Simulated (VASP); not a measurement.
# MgO5 (P4/mmm) in VASP: a series of runs

The runs below take MgO5 through single point, with PBE.

Everything below comes from runs of VASP 6.6.1. Logs are shortened: lines on timing, memory, paths and dates and some standing lists are left out, and cuts for length are marked.

## 1. The cell of the first run

Symmetry: P4/mmm, No. 123, tetragonal system. The conventional cell has a = 3.048 Å, b = 3.048 Å, c = 6.689 Å, α = 90.00°, β = 90.00°, γ = 90.00°. Mg (site symmetry 4/mmm) has 6 O at 2.15 to 2.21 Å within 2.9 Å. Within 2.5 Å of O (site symmetry 4mm) lie 5 O at 1.90 to 2.27 Å and 1 Mg at 2.21 Å. O (site symmetry mmm) has 8 O at 1.90 to 2.15 Å within 2.5 Å. O (site symmetry 4/mmm) has 4 Mg at 2.15 Å within 2.9 Å.

The cell was generated, and may not be a known phase.

## 2. Single point, PBE, collinear spin

The input, INCAR:

```
SYSTEM = MgO5
PREC = Accurate
ENCUT = 520
EDIFF = 1E-6
ISMEAR = 0
SIGMA = 0.1
LREAL = .False.
LASPH = .True.
NELM = 150
ALGO = Normal
ISIF = 2
LWAVE = .False.
LCHARG = .False.
ISPIN = 2
MAGMOM = 0 0 0 0 0 0.32
LORBIT = 11
GGA = PE
NBANDS = 29
```

The input, KPOINTS:

```
Automatic mesh
0
Gamma
  12 12 6
  0 0 0
```

The input, POSCAR:

```
MgO5
1.0
    3.0475398038      0.0000000000      0.0000000000
    0.0000000000      3.0475398038      0.0000000000
    0.0000000000      0.0000000000      6.6890685339
Mg O
1 5
Direct
    0.5000000000      0.5000000000      0.5000000000
    0.5000000000      0.5000000000      0.1697445375
    0.5000000000      0.5000000000      0.8302554625
    0.0000000000      0.5000000000      0.0000000000
    0.5000000000      0.0000000000      0.0000000000
    0.0000000000      0.0000000000      0.5000000000
```

Potentials or basis: VASP PAW PBE potentials, release 64 (Mg, O).

The run is started by

```console
cat potpaw_PBE.64/Mg/POTCAR potpaw_PBE.64/O/POTCAR > POTCAR
mpirun -np 1 vasp_std > vasp.out
```

OUTCAR:

```text
SYSTEM = MgO5
   PREC = Accurate
   ENCUT = 520
   EDIFF = 1E-6
   ISMEAR = 0
   LREAL = .False.
   LASPH = .True.
   NELM = 150
   ISIF = 2
   ISPIN = 2
   LORBIT = 11
   GGA = PE

 ion  position               nearest neighbor table
   1  0.500  0.500  0.500-   6 2.15   6 2.15   6 2.15   6 2.15   2 2.21   3 2.21
   2  0.500  0.500  0.170-   4 1.90   5 1.90   5 1.90   4 1.90   1 2.21
   3  0.500  0.500  0.830-   4 1.90   5 1.90   5 1.90   4 1.90   1 2.21
   4  0.000  0.500  0.000-   2 1.90   3 1.90   2 1.90   3 1.90
   5  0.500  0.000  0.000-   2 1.90   3 1.90   2 1.90   3 1.90
   6  0.000  0.000  0.500-   1 2.15   1 2.15   1 2.15   1 2.15

  LATTYP: Found a simple tetragonal cell.
 ALAT       =     3.0475398038
 C/A-ratio  =     2.1949076844

  Lattice vectors:

 A1 = (   3.0475398038,   0.0000000000,   0.0000000000)
 A2 = (   0.0000000000,   3.0475398038,   0.0000000000)
 A3 = (   0.0000000000,   0.0000000000,   6.6890685339)

Analysis of symmetry for initial positions (statically):
=====================================================================
 Subroutine PRICEL returns:
 Original cell was already a primitive cell.

 Routine SETGRP: Setting up the symmetry group for a
 simple tetragonal supercell.

 Subroutine GETGRP returns: Found 16 space group operations
 (whereof 16 operations were pure point group operations)
 out of a pool of 16 trial point group operations.

The static configuration has the point symmetry D_4h.

Analysis of symmetry for dynamics (positions and initial velocities):
=====================================================================
 Subroutine PRICEL returns:
 Original cell was already a primitive cell.

 Routine SETGRP: Setting up the symmetry group for a
 simple tetragonal supercell.

 Subroutine GETGRP returns: Found 16 space group operations
 (whereof 16 operations were pure point group operations)
 out of a pool of 16 trial point group operations.

The dynamic configuration has the point symmetry D_4h.

Analysis of structural, dynamic, and magnetic symmetry:
=====================================================================
 Subroutine PRICEL returns:
 Original cell was already a primitive cell.

 Routine SETGRP: Setting up the symmetry group for a
 simple tetragonal supercell.

 Subroutine GETGRP returns: Found 16 space group operations
 (whereof 16 operations were pure point group operations)
 out of a pool of 16 trial point group operations.

The overall configuration has the point symmetry D_4h.

 Subroutine INISYM returns: Found 16 space group operations
 (whereof 16 operations are pure point group operations),
 and found     1 'primitive' translations

----------------------------------------------------------------------------------------

                                     Primitive cell

  volume of cell :      62.1247

  direct lattice vectors                    reciprocal lattice vectors
     3.047539804  0.000000000  0.000000000     0.328133532  0.000000000  0.000000000
     0.000000000  3.047539804  0.000000000     0.000000000  0.328133532  0.000000000
     0.000000000  0.000000000  6.689068534     0.000000000  0.000000000  0.149497646

  length of vectors
     3.047539804  3.047539804  6.689068534     0.328133532  0.328133532  0.149497646

  position of ions in fractional coordinates (direct lattice)
     0.500000000  0.500000000  0.500000000
     0.500000000  0.500000000  0.169744538
     0.500000000  0.500000000  0.830255462
     0.000000000  0.500000000  0.000000000
     0.500000000  0.000000000  0.000000000
     0.000000000  0.000000000  0.500000000

  ion indices of the primitive-cell ions
   primitive index   ion index
                 1           1
                 2           2
                 3           3
                 4           4
                 5           5
                 6           6

----------------------------------------------------------------------------------------

[... 31 lines left out ...]
  0.416667  0.000000  0.000000      4.000000
[... 16 lines left out ...]
  0.333333  0.333333  0.000000      4.000000
  0.416667  0.333333  0.000000      8.000000
 [... further k-points ...]
   k-points           NKPTS =    112   k-points in BZ     NKDIM =    112   number of bands    NBANDS=     29
   number of dos      NEDOS =    301   number of ions     NIONS =      6
   total plane-waves  NPLWV =  28800
   dimension x,y,z NGX =    24 NGY =   24 NGZ =   50
   dimension x,y,z NGXF=    48 NGYF=   48 NGZF=  100
   ions per type =               1   5
   NGX,Y,Z   is equivalent  to a cutoff of  13.09, 13.09, 12.43 a.u.
   NGXF,Y,Z  is equivalent  to a cutoff of  26.18, 26.18, 24.85 a.u.
 SYSTEM =  MgO5
   PREC   = accura    normal or accurate (medium, high low for compatibility)
   ISTART =      0    job   : 0-new  1-cont  2-samecut
   ICHARG =      2    charge: 1-file 2-atom 10-const
   ISPIN  =      2    spin polarized calculation?
   LNONCOLLINEAR =      F non collinear calculations
   LSORBIT =      F    spin-orbit coupling
   LASPH  =      T    aspherical Exc in radial PAW
   ENCUT  =  520.0 eV  38.22 Ry    6.18 a.u.   5.67  5.67 12.44*2*pi/ulx,y,z
   NELM   =    150;   NELMIN=  2; NELMDL= -5     # of ELM steps
   EDIFF  = 0.1E-05   stopping-criterion for ELM
   LREAL  =      F    real-space projection
   EDIFFG = 0.1E-04   stopping-criterion for IOM
   NSW    =      0    number of steps for IOM
   IBRION =     -1    ionic relax: 0-MD 1-quasi-New 2-CG
   NFREE  =      0    steps in history (QN), initial steepest desc. (CG)
   ISIF   =      2    stress and relaxation
   ISYM   =      2    0-nonsym 1-usesym 2-fastsym
   POTIM  = 0.5000    time-step for ionic-motion
   TEBEG  =    0.0;   TEEND  =   0.0 temperature during run
   PSTRESS=    0.0 pullay stress
   NELECT =      32.0000    total number of electrons
   NUPDOWN=      -1.0000    fix difference up-down
   EMIN   =  10.00;   EMAX   =-10.00  energy-range for DOS
   EFERMI =   0.00;   METHOD = LEGACY
   ISMEAR =     0;   SIGMA  =   0.10  broadening in eV -4-tet -1-fermi 0-gaus
   EFERMI_NEDOS =   21; number of points for ismear=-14 and -15
   IALGO  =     38    algorithm
   IMIX   =      4    mixing-type and parameters
     AMIX     =   0.40;   BMIX     =  1.00
     AMIX_MAG =   1.60;   BMIX_MAG =  1.00
  volume/ion in A,a.u.               =      10.35        69.87
  Fermi-wavevector in a.u.,A,eV,Ry     =   1.312311  2.479908 23.431402  1.722159
  Thomas-Fermi vector in A             =   2.442712
   LORBIT       =     11    0 simple, 1 ext, 2 COOP (PROOUT), +10 PAW based schemes
   GGA     = PE    functional components
   LHFCALC =     F    Hartree Fock is set to
   AEXX    =    0.0000 exact exchange contribution
   IVDW    =     0    specifies the selected vdW correction
   LEPSILON=     F    determine dielectric tensor
   LRPA    =     F    only Hartree local field effects (RPA)
 spin polarized calculation
 Gauss-broadening in eV      SIGMA  =   0.10
  energy-cutoff  :      520.00
  volume of cell :       62.12
 maximum number of plane-waves:      1696
 NGX is ok and might be reduce to    24
   NGX = 11   NGY = 11   NGZ = 25

 number of electron      32.0000000 magnetization      -0.0000406

 number of electron      32.0000000 magnetization       0.0000482

 Free energy of the ion-electron system (eV)
  ---------------------------------------------------
  ext. energy  EPLUGINS =         0.00000000
  ---------------------------------------------------
  free energy    TOTEN  =       -23.08406680 eV

  energy without entropy =      -23.06289870  energy(sigma->0) =      -23.07348275

 E-fermi :   1.0878     XC(G=0): -10.2446

 val. band max:        1.0824772070   @ k =   0.5000   0.5000   0.0000
 cond. band min:       1.0878948343   @ k =   0.5000   0.5000   0.1667
 fundamental gap:      0.0054176273
 Fermi energy:         1.0878207267

 spin component 1

 k-point     1 :       0.0000    0.0000    0.0000
  band No.  band energies     occupation
      1     -21.4487      1.00000
      2     -16.8647      1.00000
      3     -14.9696      1.00000
      4     -14.7159      1.00000
      5     -13.7172      1.00000
      6      -5.7531      1.00000
[... 733 lines left out ...]
     27      15.8199      0.00000
     28      18.1869      0.00000

 [... further k-points ...]

 spin component 2

 k-point     1 :       0.0000    0.0000    0.0000
  band No.  band energies     occupation
      1     -21.4487      1.00000
      2     -16.8647      1.00000
      3     -14.9697      1.00000
      4     -14.7159      1.00000
      5     -13.7171      1.00000
      6      -5.7531      1.00000
[... 733 lines left out ...]
     27      15.8199      0.00000
     28      18.1869      0.00000

 [... further k-points ...]

 [bands above 28 left out]

------------------------ aborting loop because EDIFF is reached ----------------------------------------

  FORCE on cell =-STRESS in cart. coord.  units (eV):
  Direction    XX          YY          ZZ          XY          YZ          ZX
  --------------------------------------------------------------------------------------
  -------------------------------------------------------------------------------------
  Total       -0.4273194     -0.4273194     -0.0521852      0.0000000      0.0000000      0.0000000
  in kB      -11.0204366    -11.0204366     -1.3458398      0.0000000      0.0000000      0.0000000
  external PRESSURE =      -7.7955710 kB  Pullay stress =       0.0000000 kB

 VOLUME and BASIS-vectors are now :
 -----------------------------------------------------------------------------
  energy-cutoff  :      520.00
  volume of cell :       62.12
      direct lattice vectors                 reciprocal lattice vectors
     3.047539804  0.000000000  0.000000000     0.328133532  0.000000000  0.000000000
     0.000000000  3.047539804  0.000000000     0.000000000  0.328133532  0.000000000
     0.000000000  0.000000000  6.689068534     0.000000000  0.000000000  0.149497646

 POSITION                                       TOTAL-FORCE (eV/Angst)
 -----------------------------------------------------------------------------------
      1.52377      1.52377      3.34453        -0.000000      0.000000      0.000000
      1.52377      1.52377      1.13543        -0.000000      0.000000      0.043897
      1.52377      1.52377      5.55364         0.000000     -0.000000     -0.043897
      0.00000      1.52377      0.00000        -0.000000      0.000000      0.000000
      1.52377      0.00000      0.00000        -0.000000      0.000000      0.000000
      0.00000      0.00000      3.34453        -0.000000      0.000000      0.000000
 -----------------------------------------------------------------------------------
    total drift:                                0.000000     -0.000000     -0.000000

  FREE ENERGIE OF THE ION-ELECTRON SYSTEM (eV)
  ---------------------------------------------------
  free  energy   TOTEN  =       -23.0840668013 eV

  energy  without entropy=      -23.0628987017  energy(sigma->0) =      -23.07348275

 total charge

# of ion       s       p       d       tot
------------------------------------------
    1        0.129   0.137   0.054   0.321
    2        1.634   3.068   0.000   4.702
    3        1.634   3.068   0.000   4.702
    4        1.686   2.905   0.000   4.590
    5        1.686   2.905   0.000   4.590
    6        1.558   3.380   0.000   4.938
--------------------------------------------------
tot          8.327  15.463   0.054  23.844

 magnetization (x)

# of ion       s       p       d       tot
------------------------------------------
    1       -0.000  -0.000   0.000  -0.000
    2       -0.000   0.000   0.000   0.000
    3       -0.000   0.000   0.000   0.000
    4        0.000  -0.000   0.000  -0.000
    5        0.000  -0.000   0.000  -0.000
    6        0.000   0.000   0.000   0.000
--------------------------------------------------
tot          0.000   0.000   0.000   0.000
```

It took 3 min on 1 thread of Intel Xeon 6975P-C (Granite Rapids), shared host; peak memory 0.38 GiB.

Results:

| Item | Value |
| --- | --- |
| Free energy | -23.0841 eV |
| Pressure | -0.8 GPa |
| Largest force | 0.044 eV/Å |
| Band gap on the k mesh | zero (filled and empty bands overlap) |
| Net moment | 0.00 μB per cell |
| Valence electrons inside the program's atomic spheres | Mg 0.32; O 4.70, 4.59, 4.94 (each value once) |

Forces on the atoms (eV/Å):
```
Mg   0.000  0.000  0.000
O    0.000  0.000  0.044
O    0.000  0.000 -0.044
O    0.000  0.000  0.000
O    0.000  0.000  0.000
O    0.000  0.000  0.000
```

Stress tensor (GPa, compression positive):
```
-1.10  0.00  0.00
 0.00 -1.10  0.00
 0.00  0.00 -0.13
```

Levels at points of the mesh, in eV from the Fermi level:
Spin up:
| k point | band 14 | band 15 | band 16 | band 17 | band 18 | band 19 |
| --- | --- | --- | --- | --- | --- | --- |
| (0.00, 0.00, 0.00) | -0.76 | -0.76 | -0.27 | -0.27 | 0.67 | 1.63 |
| (0.50, 0.00, 0.00) | -1.30 | -0.55 | -0.47 | -0.19 | 1.06 | 1.52 |
| (0.50, 0.50, 0.00) | -1.27 | -0.02 | -0.01 | 1.11 | 1.43 | 1.74 |
| (0.00, 0.00, 0.50) | -0.74 | -0.39 | -0.35 | -0.22 | -0.22 | 1.58 |
| (0.50, 0.00, 0.50) | -1.56 | -0.25 | -0.19 | 0.02 | 0.94 | 1.52 |
| (0.50, 0.50, 0.50) | -1.77 | -0.02 | 0.02 | 1.11 | 1.54 | 1.83 |
Spin down:
```
           k point  band 13  band 14  band 15  band 16  band 17  band 18  band 19  band 20
(0.00, 0.00, 0.00)    -1.45    -0.76    -0.76    -0.27    -0.27     0.67     1.63     1.63
(0.50, 0.00, 0.00)    -1.98    -1.30    -0.55    -0.47    -0.19     1.06     1.52     1.86
(0.50, 0.50, 0.00)    -1.27    -1.27    -0.02    -0.01     1.11     1.43     1.74     1.74
(0.00, 0.00, 0.50)    -0.74    -0.74    -0.39    -0.35    -0.22    -0.22     1.58     1.58
(0.50, 0.00, 0.50)    -1.98    -1.56    -0.25    -0.19     0.02     0.94     1.52     1.68
(0.50, 0.50, 0.50)    -1.77    -1.77    -0.02     0.02     1.11     1.54     1.83     1.83
```

Caveat: semilocal functionals underestimate gaps, and a narrow one can read as zero.

(Part 1 of 2 ends here.)

The gap in the log of VASP goes by the Fermi energy; the results here count the filled bands.